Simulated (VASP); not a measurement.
Set up this calculation in VASP 6.6.1, as the native input.

| Quantity | Value |
| --- | --- |
| Task | single point |
| Functional | PBEsol |
| Potentials or basis | VASP PAW PBE potentials, release 64 (Sc_sv, Si) |
| Cutoff | 520 eV |
| k mesh | 13 × 13 × 11 |
| Occupations | fermi-dirac, width 0.05 eV |
| Spin | no spin polarisation |
| Dipole correction | no |
| Further INCAR settings | ALGO = Normal; EDIFF = 1e-07; NBANDS = 16 |

The structure of ScSi2 lies in POSCAR:

```
ScSi2
1.0
    3.5867987364      0.0000000000      0.0000000000
   -1.7933993682      3.1062588240      0.0000000000
    0.0000000000      0.0000000000      3.8700000000
Sc Si
1 2
Direct
    0.0000000000      0.0000000000      0.0000000000
    0.3333333333      0.6666666667      0.5000000000
    0.6666666667      0.3333333333      0.5000000000
```

This cell differs from its parent crystal: equal xx and yy strain of -2 %.

These files were run (other wordings do the same):

INCAR

```
  PREC = Accurate
  ENCUT = 520
  EDIFF = 1E-7
  ISMEAR = -1
  SIGMA = 0.05
  LREAL = False
  LASPH = True
  NELM = 80
  ALGO = Normal
  ISIF = 2
  LWAVE = False
  LCHARG = True
  GGA = PS
  LELF = True
  LVHAR = True
  NBANDS = 16
```

KPOINTS

```
Automatic mesh
0
Gamma
  13 13 11
```

Potentials or basis: VASP PAW PBE potentials, release 64 (Sc_sv, Si).

Command:

```console
$ cat potpaw_PBE.64/Sc_sv/POTCAR potpaw_PBE.64/Si/POTCAR > POTCAR
$ mpirun -np 1 vasp_std > vasp.out
```

It gave:

```
Pressure               : 32.1 GPa
Band gap on the k mesh : zero (an odd number of electrons rules out a gap without spin polarisation)
```

Caveat: the cell differs from its parent crystal (equal xx and yy strain of -2 %); the stress differs along the axes, from -0 to 48 GPa; the PAW data sets were made with another functional, which shifts forces and pressure a little; an odd number of electrons without spin polarisation forces a metal; a magnetic or distorted state may lie lower.

It took 2.5 min on 1 thread of Intel Xeon 8259CL (shared host), peak memory 0.22 GiB.
